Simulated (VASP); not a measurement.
# BN (P4_2/mnm) in VASP: a series of runs

BN is run at these levels: PBE; tasks: single point.

Program: VASP 6.6.1. These are calculated values, not measurements. Logs are shortened: lines on timing, memory, paths and dates and some standing lists are left out, and cuts for length are marked.

## 1. The cell of the first run

Symmetry: P4_2/mnm, No. 136, tetragonal system. Conventional cell: a = 4.290 Å, b = 4.290 Å, c = 2.855 Å, α = 90.00°, β = 90.00°, γ = 90.00°. B (site symmetry m2m) has 4 N at 1.55 to 1.66 Å within 2.1 Å. N (site symmetry m2m) has 4 B at 1.55 to 1.66 Å within 2.1 Å.

## 2. Single point, PBE

File INCAR:

```
PREC = Accurate
ENCUT = 520
EDIFF = 1E-7
ISMEAR = 0
SIGMA = 0.05
LREAL = False
LASPH = True
NELM = 100
ALGO = Normal
ISIF = 2
LWAVE = False
LCHARG = False
GGA = PE
NBANDS = 26
```

File KPOINTS:

```
Automatic mesh
0
Gamma
  6 6 10
```

File POSCAR:

```
BN
1.0
    4.2900000000      0.0000000000      0.0000000000
    0.0000000000      4.2900000000      0.0000000000
    0.0000000000      0.0000000000      2.8551000000
B N
4 4
Direct
    0.1742811368      0.8257188632      0.5000000000
    0.3257188632      0.3257188632      0.0000000000
    0.6742811368      0.6742811368      0.0000000000
    0.8257188632      0.1742811368      0.5000000000
    0.8126115048      0.8126115048      0.5000000000
    0.3126115048      0.6873884952      0.0000000000
    0.6873884952      0.3126115048      0.0000000000
    0.1873884952      0.1873884952      0.5000000000
```

Potentials or basis: VASP PAW PBE potentials, release 64 (B, N).

On the command line:

```sh
$ cat potpaw_PBE.64/B/POTCAR potpaw_PBE.64/N/POTCAR > POTCAR
$ mpirun -np 1 vasp_std > vasp.out
```

OUTCAR:

```text
PREC = Accurate
   ENCUT = 520
   EDIFF = 1E-7
   ISMEAR = 0
   LREAL = False
   LASPH = True
   NELM = 100
   ISIF = 2
   GGA = PE

 ion  position               nearest neighbor table
   1  0.174  0.826  0.500-   5 1.55   8 1.55   6 1.66   6 1.66   4 2.11
   2  0.326  0.326  0.000-   6 1.55   7 1.55   8 1.66   8 1.66   3 2.11
   3  0.674  0.674  0.000-   6 1.55   7 1.55   5 1.66   5 1.66   2 2.11
   4  0.826  0.174  0.500-   5 1.55   8 1.55   7 1.66   7 1.66   1 2.11
   5  0.813  0.813  0.500-   1 1.55   4 1.55   3 1.66   3 1.66
   6  0.313  0.687  0.000-   2 1.55   3 1.55   1 1.66   1 1.66
   7  0.687  0.313  0.000-   2 1.55   3 1.55   4 1.66   4 1.66
   8  0.187  0.187  0.500-   1 1.55   4 1.55   2 1.66   2 1.66

  LATTYP: Found a simple tetragonal cell.
 ALAT       =     4.2900000000
 C/A-ratio  =     0.6655244755

  Lattice vectors:

 A1 = (   4.2900000000,   0.0000000000,   0.0000000000)
 A2 = (   0.0000000000,   4.2900000000,   0.0000000000)
 A3 = (   0.0000000000,   0.0000000000,   2.8551000000)

Analysis of symmetry for initial positions (statically):
=====================================================================
 Subroutine PRICEL returns:
 Original cell was already a primitive cell.

 Routine SETGRP: Setting up the symmetry group for a
 simple tetragonal supercell.

 Subroutine GETGRP returns: Found 16 space group operations
 (whereof  8 operations were pure point group operations)
 out of a pool of 16 trial point group operations.

The static configuration has the point symmetry D_2h.
 The point group associated with its full space group is D_4h.

Analysis of symmetry for dynamics (positions and initial velocities):
=====================================================================
 Subroutine PRICEL returns:
 Original cell was already a primitive cell.

 Routine SETGRP: Setting up the symmetry group for a
 simple tetragonal supercell.

 Subroutine GETGRP returns: Found 16 space group operations
 (whereof  8 operations were pure point group operations)
 out of a pool of 16 trial point group operations.

The dynamic configuration has the point symmetry D_2h.
 The point group associated with its full space group is D_4h.

 Subroutine INISYM returns: Found 16 space group operations
 (whereof  8 operations are pure point group operations),
 and found     1 'primitive' translations

----------------------------------------------------------------------------------------

                                     Primitive cell

  volume of cell :      52.5455

  direct lattice vectors                    reciprocal lattice vectors
     4.290000000  0.000000000  0.000000000     0.233100233  0.000000000  0.000000000
     0.000000000  4.290000000  0.000000000     0.000000000  0.233100233  0.000000000
     0.000000000  0.000000000  2.855100000     0.000000000  0.000000000  0.350250429

  length of vectors
     4.290000000  4.290000000  2.855100000     0.233100233  0.233100233  0.350250429

  position of ions in fractional coordinates (direct lattice)
     0.174281137  0.825718863  0.500000000
     0.325718863  0.325718863  0.000000000
     0.674281137  0.674281137  0.000000000
     0.825718863  0.174281137  0.500000000
     0.812611505  0.812611505  0.500000000
     0.312611505  0.687388495  0.000000000
     0.687388495  0.312611505  0.000000000
     0.187388495  0.187388495  0.500000000

  ion indices of the primitive-cell ions
   primitive index   ion index
                 1           1
                 2           2
                 3           3
                 4           4
                 5           5
                 6           6
                 7           7
                 8           8

----------------------------------------------------------------------------------------

 KPOINTS: Automatic mesh

Automatic generation of k-mesh.
 Grid dimensions read from file:
 generate k-points for:    6    6   10

 Generating k-lattice:

  Cartesian coordinates                     Fractional coordinates (reciprocal lattice)
     0.038850039  0.000000000  0.000000000     0.166666667  0.000000000  0.000000000
     0.000000000  0.038850039  0.000000000     0.000000000  0.166666667  0.000000000
     0.000000000  0.000000000  0.035025043     0.000000000  0.000000000  0.100000000

  Length of vectors
     0.038850039  0.038850039  0.035025043

  Shift w.r.t. Gamma in fractional coordinates (k-lattice)
     0.000000000  0.000000000  0.000000000

 Subroutine IBZKPT returns following result:
 ===========================================

 Found     60 irreducible k-points:

 Following reciprocal coordinates:
            Coordinates               Weight
  0.000000  0.000000  0.000000      1.000000
  0.166667  0.000000  0.000000      4.000000
  0.333333  0.000000  0.000000      4.000000
  0.500000  0.000000  0.000000      2.000000
  0.166667  0.166667  0.000000      4.000000
  0.333333  0.166667  0.000000      8.000000
[... 16 lines left out ...]
  0.333333  0.000000  0.200000      8.000000
  0.500000  0.000000  0.200000      4.000000
 [... further k-points ...]
   k-points           NKPTS =     60   k-points in BZ     NKDIM =     60   number of bands    NBANDS=     26
   number of dos      NEDOS =    301   number of ions     NIONS =      8
   total plane-waves  NPLWV =  24576
   dimension x,y,z NGX =    32 NGY =   32 NGZ =   24
   dimension x,y,z NGXF=    64 NGYF=   64 NGZF=   48
   ions per type =               4   4
   NGX,Y,Z   is equivalent  to a cutoff of  12.40, 12.40, 13.97 a.u.
   NGXF,Y,Z  is equivalent  to a cutoff of  24.80, 24.80, 27.95 a.u.
 SYSTEM =  unknown system
   PREC   = accura    normal or accurate (medium, high low for compatibility)
   ISTART =      0    job   : 0-new  1-cont  2-samecut
   ICHARG =      2    charge: 1-file 2-atom 10-const
   ISPIN  =      1    spin polarized calculation?
   LNONCOLLINEAR =      F non collinear calculations
   LSORBIT =      F    spin-orbit coupling
   LASPH  =      T    aspherical Exc in radial PAW
   ENCUT  =  520.0 eV  38.22 Ry    6.18 a.u.   7.98  7.98  5.31*2*pi/ulx,y,z
   NELM   =    100;   NELMIN=  2; NELMDL= -5     # of ELM steps
   EDIFF  = 0.1E-06   stopping-criterion for ELM
   LREAL  =      F    real-space projection
   EDIFFG = 0.1E-05   stopping-criterion for IOM
   NSW    =      0    number of steps for IOM
   IBRION =     -1    ionic relax: 0-MD 1-quasi-New 2-CG
   NFREE  =      0    steps in history (QN), initial steepest desc. (CG)
   ISIF   =      2    stress and relaxation
   ISYM   =      2    0-nonsym 1-usesym 2-fastsym
   POTIM  = 0.5000    time-step for ionic-motion
   TEBEG  =    0.0;   TEEND  =   0.0 temperature during run
   PSTRESS=    0.0 pullay stress
   NELECT =      32.0000    total number of electrons
   NUPDOWN=      -1.0000    fix difference up-down
   EMIN   =  10.00;   EMAX   =-10.00  energy-range for DOS
   EFERMI =   0.00;   METHOD = LEGACY
   ISMEAR =     0;   SIGMA  =   0.05  broadening in eV -4-tet -1-fermi 0-gaus
   EFERMI_NEDOS =   21; number of points for ismear=-14 and -15
   IALGO  =     38    algorithm
   IMIX   =      4    mixing-type and parameters
     AMIX     =   0.40;   BMIX     =  1.00
     AMIX_MAG =   1.60;   BMIX_MAG =  1.00
  volume/ion in A,a.u.               =       6.57        44.32
  Fermi-wavevector in a.u.,A,eV,Ry     =   1.387649  2.622276 26.198954  1.925569
  Thomas-Fermi vector in A             =   2.511850
   LORBIT       =      0    0 simple, 1 ext, 2 COOP (PROOUT), +10 PAW based schemes
   GGA     = PE    functional components
   LHFCALC =     F    Hartree Fock is set to
   AEXX    =    0.0000 exact exchange contribution
   IVDW    =     0    specifies the selected vdW correction
   LEPSILON=     F    determine dielectric tensor
   LRPA    =     F    only Hartree local field effects (RPA)
 non-spin polarized calculation
 Gauss-broadening in eV      SIGMA  =   0.05
  energy-cutoff  :      520.00
  volume of cell :       52.55
 maximum number of plane-waves:      1440
 NGX is ok and might be reduce to    32
   NGX = 15   NGY = 15   NGZ = 11

 number of electron      31.9999992 magnetization

 Free energy of the ion-electron system (eV)
  ---------------------------------------------------
  ext. energy  EPLUGINS =         0.00000000
  ---------------------------------------------------
  free energy    TOTEN  =       -67.23952887 eV

  energy without entropy =      -67.23952887  energy(sigma->0) =      -67.23952887

 E-fermi :   6.6794     XC(G=0): -12.2193

 val. band max:        6.4618972258   @ k =   0.0000   0.0000   0.0000
 cond. band min:       9.9581009886   @ k =   0.0000   0.0000   0.0000
 fundamental gap:      3.4962037628
 Fermi energy:         6.6794401634

 k-point     1 :       0.0000    0.0000    0.0000
  band No.  band energies     occupation
      1     -13.3126      2.00000
      2      -9.3607      2.00000
      3      -8.7795      2.00000
      4      -8.7795      2.00000
      5      -2.3438      2.00000
      6      -2.0074      2.00000
[... 18 lines left out ...]
     25      17.5059      0.00000
     26      17.5074      0.00000

 k-point     2 :       0.1667    0.0000    0.0000
  band No.  band energies     occupation
      1     -13.1626      2.00000
      2     -10.0707      2.00000
      3      -8.7014      2.00000
      4      -8.3845      2.00000
      5      -2.5028      2.00000
      6      -1.7506      2.00000
[... 18 lines left out ...]
     25      17.4389      0.00000
     26      17.9572      0.00000

 k-point     3 :       0.3333    0.0000    0.0000
  band No.  band energies     occupation
      1     -12.7198      2.00000
      2     -11.0855      2.00000
      3      -8.4965      2.00000
      4      -8.1723      2.00000
      5      -2.8841      2.00000
      6      -2.0814      2.00000
[... 572 lines left out ...]
 k-point    23 :       0.3333    0.0000    0.2000
  band No.  band energies     occupation
      1     -12.2774      2.00000
      2     -10.7495      2.00000
      3      -8.2790      2.00000
      4      -8.1239      2.00000
      5      -2.4538      2.00000
      6      -1.9446      2.00000
[... 18 lines left out ...]
     25      17.2231      0.00000
     26      17.5346      0.00000

 k-point    24 :       0.5000    0.0000    0.2000
  band No.  band energies     occupation
      1     -11.6034      2.00000
      2     -11.6034      2.00000
      3      -8.1439      2.00000
      4      -8.1439      2.00000
      5      -2.4224      2.00000
      6      -2.4224      2.00000
[... 18 lines left out ...]
     25      17.2523      0.00000
     26      17.2523      0.00000

 [... further k-points ...]

------------------------ aborting loop because EDIFF is reached ----------------------------------------

  FORCE on cell =-STRESS in cart. coord.  units (eV):
  Direction    XX          YY          ZZ          XY          YZ          ZX
  --------------------------------------------------------------------------------------
  -------------------------------------------------------------------------------------
  Total        5.9980702      5.9980702    -25.4774625      0.0000000      0.0000000      0.0000000
  in kB      182.8884246    182.8884246   -776.8386871      0.0000000      0.0000000      0.0000000
  external PRESSURE =    -137.0206126 kB  Pullay stress =       0.0000000 kB

 VOLUME and BASIS-vectors are now :
 -----------------------------------------------------------------------------
  energy-cutoff  :      520.00
  volume of cell :       52.55
      direct lattice vectors                 reciprocal lattice vectors
     4.290000000  0.000000000  0.000000000     0.233100233  0.000000000  0.000000000
     0.000000000  4.290000000  0.000000000     0.000000000  0.233100233  0.000000000
     0.000000000  0.000000000  2.855100000     0.000000000  0.000000000  0.350250429

 POSITION                                       TOTAL-FORCE (eV/Angst)
 -----------------------------------------------------------------------------------
      0.74767      3.54233      1.42755         0.095830     -0.095830      0.000000
      1.39733      1.39733      0.00000        -0.095830     -0.095830      0.000000
      2.89267      2.89267      0.00000         0.095830      0.095830     -0.000000
      3.54233      0.74767      1.42755        -0.095830      0.095830      0.000000
      3.48610      3.48610      1.42755        -0.802055     -0.802055      0.000000
      1.34110      2.94890      0.00000        -0.802055      0.802055      0.000000
      2.94890      1.34110      0.00000         0.802055     -0.802055      0.000000
      0.80390      0.80390      1.42755         0.802055      0.802055      0.000000
 -----------------------------------------------------------------------------------
    total drift:                                0.000000     -0.000000     -0.000000

  FREE ENERGIE OF THE ION-ELECTRON SYSTEM (eV)
  ---------------------------------------------------
  free  energy   TOTEN  =       -67.2395288744 eV

  energy  without entropy=      -67.2395288744  energy(sigma->0) =      -67.23952887
```

Run time: 30 s. Hardware: 1 thread of Intel Xeon Platinum 8559C (Emerald Rapids), shared host; peak memory 0.19 GiB.

What came out:

* Free energy: -67.2395 eV
* Pressure: -13.7 GPa
* Largest force: 1.134 eV/Å
* Band gap on the k mesh: 3.50 eV, direct

Forces on the atoms (eV/Å):
```
B    0.096 -0.096  0.000
B   -0.096 -0.096  0.000
B    0.096  0.096  0.000
B   -0.096  0.096  0.000
N   -0.802 -0.802  0.000
N   -0.802  0.802  0.000
N    0.802 -0.802  0.000
N    0.802  0.802  0.000
```

Stress tensor (GPa, compression positive):
```
 18.29   0.00   0.00
  0.00  18.29   0.00
  0.00   0.00 -77.68
```

Caveat: forces of over 1 eV/Å act on the atoms, so gaps and moduli don't describe the material at rest.

## 3. Single point, PBE

This run uses another cell than the first one, of 6.59 Å³/atom, 1.004 times its volume.

File INCAR:

```
SYSTEM = BN
PREC = Accurate ; ENCUT = 520
EDIFF = 1E-7 ; ISMEAR = 0
SIGMA = 0.05 ; LREAL = .False.
LASPH = .True. ; NELM = 60
ALGO = Normal ; ISIF = 2
LWAVE = .False. ; LCHARG = .False.
GGA = PE ; NBANDS = 26
```

File KPOINTS:

```
Automatic mesh
0
Gamma
  6 6 10
  0 0 0
```

POSCAR: that of step 2 with these lines changed.

```diff
@@ -2,5 +2,5 @@
 1.0
-    4.2900000000      0.0000000000      0.0000000000
-    0.0000000000      4.2900000000      0.0000000000
-    0.0000000000      0.0000000000      2.8551000000
+    4.3563000000      0.0000000000      0.0000000000
+    0.0000000000      4.3563000000      0.0000000000
+    0.0000000000      0.0000000000      2.7786000000
 B N
```

Potentials or basis: VASP PAW PBE potentials, release 64 (B, N).

On the command line:

```sh
$ cat potpaw_PBE.64/B/POTCAR potpaw_PBE.64/N/POTCAR > POTCAR
$ mpirun -np 1 vasp_std > vasp.out
```

Wall time 31 s (1 thread of Intel Xeon Platinum 8559C (Emerald Rapids), shared host); peak memory 0.19 GiB.

The run converged. Its results:

```yaml
Free_energy: -67.9992 eV
Pressure: -16.9 GPa
Largest_force: 0.662 eV/Å
Band_gap_on_the_k_mesh: 4.35 eV, direct
```

Forces on the atoms (eV/Å):
```
B    0.034 -0.034  0.000
B   -0.034 -0.034  0.000
B    0.034  0.034  0.000
B   -0.034  0.034  0.000
N   -0.468 -0.468  0.000
N   -0.468  0.468  0.000
N    0.468 -0.468  0.000
N    0.468  0.468  0.000
```

Stress tensor (GPa, compression positive):
```
  6.65   0.00   0.00
  0.00   6.65   0.00
  0.00   0.00 -64.04
```

Levels at points of the mesh, in eV from the valence-band top:
```
           k point  band 12  band 13  band 14  band 15  band 16  band 17  band 18  band 19  band 20  band 21
(0.00, 0.00, 0.00)    -2.87    -0.91    -0.75     0.00     0.00     4.35     5.88     7.49     7.49     7.83
(0.50, 0.00, 0.00)    -3.02    -1.88    -1.88    -1.45    -1.45     5.64     5.64     7.47     7.47     8.51
(0.50, 0.50, 0.00)    -3.89    -3.11    -3.11    -1.95    -1.95     6.11     6.11     6.68     6.68     7.63
(0.00, 0.00, 0.50)    -5.28    -3.83    -3.83    -3.41    -3.41     6.30     6.30    10.34    10.34    11.65
(0.50, 0.00, 0.50)    -4.60    -3.72    -3.72    -1.72    -1.72     6.82     6.82     8.76     8.76     9.38
(0.50, 0.50, 0.50)    -3.20    -3.10    -3.10    -2.26    -2.26     6.19     6.19     7.11     7.11     8.60
```

[end of part 1 of 2]
